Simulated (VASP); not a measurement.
**Zn18O17 (a cell with a defect): single point with PBE**

System: Zn18O17 (a cell with a defect).

```
CELL_PARAMETERS angstrom
0.00000 5.68007 -5.29323
4.91909 -2.84004 -5.29323
-4.91909 -2.84004 -5.29323
ATOMIC_POSITIONS crystal
Zn 0.93154 0.26456 0.26406
Zn 0.27892 0.94613 0.27638
Zn 0.94394 0.61207 0.94564
Zn 0.61307 0.61199 0.27641
Zn 0.27905 0.27698 0.94559
Zn 0.94389 0.94603 0.61144
Zn 0.61135 0.94435 0.94382
Zn 0.27779 0.61085 0.61036
Zn 0.61303 0.27688 0.61144
Zn 0.22039 0.22223 0.55299
Zn 0.55623 0.88926 0.55374
Zn 0.22049 0.55341 0.22183
Zn 0.88924 0.55345 0.55290
Zn 0.57870 0.21725 0.21703
Zn 0.22122 0.88930 0.88888
Zn 0.88433 0.91173 0.21699
Zn 0.55628 0.55424 0.88879
Zn 0.88448 0.21756 0.91083
O 0.14793 0.81990 0.15202
O 0.81945 0.48104 0.81947
O 0.48703 0.48084 0.15196
O 0.14798 0.15244 0.81952
O 0.81938 0.81993 0.48048
O 0.48509 0.81811 0.81764
O 0.15177 0.48476 0.48435
O 0.48687 0.15241 0.48051
O 0.09174 0.09803 0.42429
O 0.42944 0.76248 0.42804
O 0.09177 0.42475 0.09756
O 0.76501 0.42475 0.42425
O 0.43476 0.09817 0.09765
O 0.09557 0.76253 0.76202
O 0.76512 0.76779 0.09769
O 0.42951 0.42858 0.76195
O 0.76513 0.09815 0.76720
```

This cell differs from its parent crystal: atoms taken out, then relaxed in part.

| Item | Value |
| --- | --- |
| Program | VASP 6.6.1 |
| Task | single point |
| Functional | PBE |
| Potentials or basis | VASP PAW PBE potentials, release 64 (Zn, O) |
| Cutoff | 520 eV |
| k mesh | 2 × 2 × 2, shifted |
| Occupations | gaussian, width 0.01 eV |
| Spin | no spin polarisation |
| Dipole correction | no |
| Further INCAR settings | LREAL = Auto; ALGO = Normal; EDIFF = 1e-07; NBANDS = 182 |

```json
{
 "Pressure": "-1.5 GPa",
 "Largest force": "0.063 eV/Å",
 "Band gap on the k mesh": "1.92 eV"
}
```

Forces in eV/Å, atoms in the order of the input:
```
Zn   0.000  0.000  0.057
Zn   0.001  0.004  0.001
Zn  -0.002 -0.003  0.005
Zn   0.002  0.002  0.004
Zn  -0.004  0.000  0.004
Zn  -0.001 -0.004  0.000
Zn  -0.001 -0.001  0.005
Zn   0.000  0.001  0.003
Zn  -0.001  0.001  0.001
Zn  -0.005  0.003  0.000
Zn  -0.001 -0.001 -0.003
Zn   0.005  0.005  0.001
Zn  -0.002 -0.007  0.001
Zn   0.006  0.054 -0.022
Zn  -0.001  0.000 -0.003
Zn   0.048 -0.025 -0.020
Zn  -0.003  0.000 -0.003
Zn  -0.051 -0.029 -0.021
O   -0.006  0.002  0.002
O    0.009  0.005  0.001
O    0.002 -0.011  0.002
O    0.008  0.006  0.001
O   -0.008  0.004  0.000
O   -0.001 -0.001  0.008
O    0.000 -0.001 -0.005
O   -0.001 -0.008  0.000
O    0.001  0.000 -0.002
O    0.000 -0.001  0.001
O    0.001  0.000 -0.003
O    0.000  0.002 -0.004
O   -0.002 -0.007 -0.003
O    0.003  0.002  0.003
O   -0.006  0.006 -0.005
O    0.003  0.001  0.001
O    0.005  0.005 -0.005
```

Levels at points of the mesh, in eV from the valence-band top:
```csv
k point,band 155,band 156,band 157,band 158,band 159,band 160,band 161,band 162,band 163,band 164
"(0.25, 0.25, 0.25)",-0.85,-0.83,-0.43,-0.43,-0.15,1.92,3.22,3.22,3.73,4.32
```

Wall time 31 min on 1 thread of Oxide Virtual Turin-like Processor (shared host), peak memory 0.56 GiB.

Caveat: the cell differs from its parent crystal (atoms taken out, then relaxed in part).
